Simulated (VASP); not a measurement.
**InSe5: relaxation of cell and atoms with PBE**

InSe5:

```
CELL_PARAMETERS angstrom
7.25510 0.00000 0.00000
-3.62755 6.28310 0.00000
0.00000 0.00000 3.57780
ATOMIC_POSITIONS crystal
In 0.00000 0.00000 0.00000
Se 0.33333 0.66667 0.00000
Se 0.66667 0.33333 0.00000
Se 0.50000 0.00000 0.50000
Se 0.50000 0.50000 0.50000
Se 0.00000 0.50000 0.50000
```

The cell was built from a structure type or drawn by symmetry, and may not be a known phase.

```json
{
 "Program": "VASP 6.6.1",
 "Task": "relaxation of cell and atoms",
 "Functional": "PBE",
 "Potentials or basis": "VASP PAW PBE potentials, release 64 (In_d, Se)",
 "Cutoff": "600 eV",
 "k mesh": "3 × 3 × 6",
 "Occupations": "gaussian, width 0.1 eV",
 "Spin": "no spin polarisation",
 "Dipole correction": "no",
 "Further INCAR settings": "ALGO = Normal; EDIFF = 1e-07; IBRION = 2; EDIFFG = -0.04; NSW = 90; ISIF = 3"
}
```

| Property | Result |
| --- | --- |
| Relaxed volume | 27.00 Å³/atom |
| Relaxed cell | a = 7.141 Å, b = 7.141 Å, c = 3.668 Å, α = 90.00°, β = 90.00°, γ = 120.00° |
| Space group after relaxing (to 0.1 Å) | P6/mmm (No. 191) |
| Energy gained by relaxing | 4.0 meV/atom |
| Ionic steps | 5 |
| Pressure after relaxing | 0.1 GPa |
| Band gap on the k mesh | zero (an odd number of electrons rules out a gap without spin polarisation) |

The path:
```tsv
step	energy change (eV)	largest force (eV/Å)	pressure (GPa)	volume (Å³)
1	0.0000	0.0000	0.11	163.09
2	-0.0133	0.0000	-0.10	163.53
3	-0.0210	0.0000	-0.52	164.29
4	-0.0214	0.0000	-0.44	164.15
5	-0.0241	0.0000	0.09	162.02
```

Final structure:
```cif
data_structure
_symmetry_space_group_name_H-M 'P 1'
_symmetry_Int_Tables_number 1
_cell_length_a 7.1413
_cell_length_b 7.1413
_cell_length_c 3.6684
_cell_angle_alpha 90.000
_cell_angle_beta 90.000
_cell_angle_gamma 120.000
_cell_volume 162.02
loop_
_atom_site_label
_atom_site_type_symbol
_atom_site_fract_x
_atom_site_fract_y
_atom_site_fract_z
_atom_site_occupancy
In1 In 0.00000 0.00000 0.00000 1
Se1 Se 0.33333 0.66667 0.00000 1
Se2 Se 0.66667 0.33333 0.00000 1
Se3 Se 0.50000 0.00000 0.50000 1
Se4 Se 0.50000 0.50000 0.50000 1
Se5 Se 0.00000 0.50000 0.50000 1
```

Levels at points of the mesh, in eV from the Fermi level:
```csv
k point,band 19,band 20,band 21,band 22,band 23,band 24
"(0.00, 0.00, 0.00)",-1.49,-1.49,-0.93,-0.93,-0.61,2.74
"(0.00, 0.00, 0.50)",-1.79,-0.97,-0.52,-0.52,-0.32,-0.13
```

It took 6.5 min on 1 thread of Intel Xeon 8259CL (shared host), peak memory 0.36 GiB.

Caveat: spin-orbit coupling is left out, which moves the levels of the heavy elements.
